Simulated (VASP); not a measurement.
Runs of VASP 6.6.1 on HfO2. The structure is that of space group I4/mmm (No. 139), or close to it. The cells are those of the table. 

```csv
cell,gap on the mesh (eV),pressure (GPa)
"a = 3.594, b = 3.594, c = 3.666 Å, angles 59.3, 59.3, 61.3°, 3 atoms",(b),(d)
"a = 3.759, b = 3.759, c = 3.404 Å, angles 63.1, 63.1, 53.8°, 3 atoms",(a),-4.7
"a = 3.843, b = 3.843, c = 3.314 Å, angles 64.5, 64.5, 51.1°, 3 atoms",none,-3.2
"a = 3.516, b = 3.516, c = 4.060 Å, angles 54.7, 54.7, 70.5°, 3 atoms",none,-0.2
"a = 4.028, b = 4.028, c = 3.160 Å, angles 66.9, 66.9, 46.2°, 3 atoms",none,-2.5
"a = 3.946, b = 3.946, c = 3.222 Å, angles 65.9, 65.9, 48.2°, 3 atoms",none,-1.9
"a = 3.543, b = 3.543, c = 3.818 Å, angles 57.4, 57.4, 65.2°, 3 atoms",1.45,-4.3
"a = 3.524, b = 3.524, c = 3.929 Å, angles 56.1, 56.1, 67.8°, 3 atoms",none,-1.4
"a = 3.521, b = 3.521, c = 4.175 Å, angles 53.6, 53.6, 72.7°, 3 atoms",none,-0.2
"a = 3.683, b = 3.683, c = 3.504 Å, angles 61.6, 61.6, 56.8°, 3 atoms",(c),-5.6
"a = 3.573, b = 3.573, c = 3.719 Å, angles 58.6, 58.6, 62.7°, 3 atoms",2.70,-5.6
```

Alike in all rows: task single point; level PBE; potentials or basis VASP PAW PBE potentials, release 64 (Hf_pv, O); no spin polarisation; k mesh 8 × 8 × 8; cutoff (eV) 520; smearing gaussian 0.05 eV.

Problem. Estimate the missing entries.

Solution. (a) 0.90; (b) 3.30; (c) 2.52; (d) -5.9.

Caveats: spin-orbit coupling is left out, which moves the levels of the heavy elements.

A k mesh can miss the band edges, and the runs leave out spin-orbit coupling on Hf.

A gap of «none» marks levels without a gap at the run's occupations.
